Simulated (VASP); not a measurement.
A run of VASP 6.6.1:

File INCAR:

```
PREC = Accurate ; ENCUT = 520
EDIFF = 1E-7 ; ISMEAR = -1
SIGMA = 0.1 ; LREAL = False
LASPH = True ; NELM = 60
ALGO = Normal ; ISIF = 2
LWAVE = False ; LCHARG = False
LDIPOL = True ; IDIPOL = 3
DIPOL = 0.5 0.5 0.500 ; GGA = PS
NBANDS = 14
```

KPOINTS

```
regular mesh
0
Gamma
  11 11 1
```

POSCAR

```
Bi
1.0
    3.4925611920      0.0000000000      0.0000000000
   -1.7462805960      3.0246467165      0.0000000000
    0.0000000000      0.0000000000     16.0000000000
Bi
1
Direct
    0.0000000000      0.0000000000      0.5000000000
```

Potentials or basis: VASP PAW PBE potentials, release 64 (Bi_d).

The run is started by

```bash
$ cat potpaw_PBE.64/Bi_d/POTCAR > POTCAR
$ mpirun -np 1 vasp_std > vasp.out
```

Hardware: 1 thread of Intel(R) Xeon(R) 6975P-C (Granite Rapids) (shared host).

Task: How long does it take, and how much memory?

Result: Run time: 21 s on 1 thread of Intel(R) Xeon(R) 6975P-C (Granite Rapids), with other jobs on the host, peak memory 0.28 GiB. Counts: scf iterations 19, k points 16.
